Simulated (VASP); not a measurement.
Set up this calculation in VASP 6.6.1, as the native input.

* Task: single point
* Functional: PBEsol
* Potentials or basis: VASP PAW PBE potentials, release 64 (Al, N)
* Cutoff: 520 eV
* k mesh: 8 × 8 × 8
* Occupations: gaussian, width 0.01 eV
* Spin: no spin polarisation
* Dipole correction: no
* Further INCAR settings: ALGO = Normal; EDIFF = 1e-06; NBANDS = 11

The structure of AlN lies in POSCAR:

```
AlN
1.0
    0.0000000000      2.1715067979      2.1715067979
    2.1715067979      0.0000000000      2.1715067979
    2.1715067979      2.1715067979      0.0000000000
Al N
1 1
Direct
    0.0000000000      0.0000000000      0.0000000000
    0.7500000000      0.7500000000      0.7500000000
```

These files were run (other wordings do the same):

INCAR

```
PREC = Accurate
ENCUT = 520
EDIFF = 1E-6
ISMEAR = 0
SIGMA = 0.01
LREAL = F
LASPH = T
NELM = 100
ALGO = Normal
ISIF = 2
LWAVE = F
LCHARG = F
GGA = PS
NBANDS = 11
```

KPOINTS

```
Automatic mesh
0
Gamma
  8 8 8
```

Potentials or basis: VASP PAW PBE potentials, release 64 (Al, N).

The run is started by

```sh
$ cat potpaw_PBE.64/Al/POTCAR potpaw_PBE.64/N/POTCAR > POTCAR
$ mpirun -np 1 vasp_std > vasp.out
```

Results of the run:

| Quantity | Value |
| --- | --- |
| Pressure | 5.0 GPa |
| Band gap on the k mesh | 3.19 eV, indirect (least direct gap 4.29 eV) |

Caveat: the PAW data sets were made with another functional, which shifts forces and pressure a little.

Wall time 3.5 s on 1 thread of Intel(R) Xeon(R) Platinum 8488C (Sapphire Rapids), with other jobs on the host, peak memory 0.13 GiB.
